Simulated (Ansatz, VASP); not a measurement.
Rh in VASP and in Ansatz

POSCAR

```
Rh
1.0
    0.0000000000      1.9008071574      1.9008071574
    1.9008071574      0.0000000000      1.9008071574
    1.9008071574      1.9008071574      0.0000000000
Rh
1
Direct
    0.0000000000      0.0000000000      0.0000000000
```

Contents of INCAR.step1:

```
ALGO = Normal
EDIFF = 1E-4
ENCUT = 520
GGA = PE
ISMEAR = -1
LASPH = T
LCHARG = F
LREAL = F
LWAVE = T
NBANDS = 14
NELM = 80
PREC = Accurate
SIGMA = 0.1
```

Contents of INCAR.step2:

```
ALGO = Normal
EDIFF = 1E-6
ENCUT = 520
ISIF = 2
ISMEAR = -1
ISTART = 1
LASPH = T
LCHARG = T
LELF = T
LMIXTAU = T
LREAL = F
LVHAR = T
LWAVE = F
METAGGA = R2SCAN
NBANDS = 14
NELM = 80
PREC = Accurate
SIGMA = 0.1
```

Contents of KPOINTS:

```
k-points
0
Gamma
  7 7 7
```

Input for Ansatz:

```yaml
crystal:
  lattice:
    - [0.0, 1.9008071574, 1.9008071574]
    - [1.9008071574, 0.0, 1.9008071574]
    - [1.9008071574, 1.9008071574, 0.0]
  atoms:
    - { symbol: Rh, position: [0.0, 0.0, 0.0] }
hamiltonian:
  xc: r2scan
  pseudopotentials:
    kind: paw
    azcp:
      Rh: "pseudopotentials/Rh.paw.azcp"
basis:
  ecutwfc: 500
  fft_grid_basis: typed
kpoints:
  mp_grid: { grid: [7, 7, 7], shift: [0, 0, 0] }
magnetization:
  spin_polarized: false
scf:
  occupations: { method: fermi_dirac, width: 0.1 }
  lower_state_search: "off"
output:
  stress: true
```

Alike in both runs: task single point; functional r2SCAN; k mesh 7 × 7 × 7; occupations fermi-dirac, width 0.1 eV; no spin polarisation.

|  | VASP | Ansatz |
| --- | --- | --- |
| version | VASP 6.6.1 | Ansatz 0.2.0 |
| potentials or method | VASP PAW PBE potentials, release 64 (Rh_pv), cutoff 520 eV | plane waves (500 eV) with PAW, scalar-relativistic |
| valence electrons in the cell | 15 | 17 |

VASP gave:

* pressure (GPa): 0.0

Q: What did Ansatz give for the same quantities?

A: Pressure (GPa): -1.1.

VASP's potentials were made for PBE, not for r2SCAN. VASP's potentials hold 15 valence electrons a cell and Ansatz's 17, so a difference there can come from the potentials and not from the codes.

The k mesh is coarse, so the values compare programs but aren't converged.
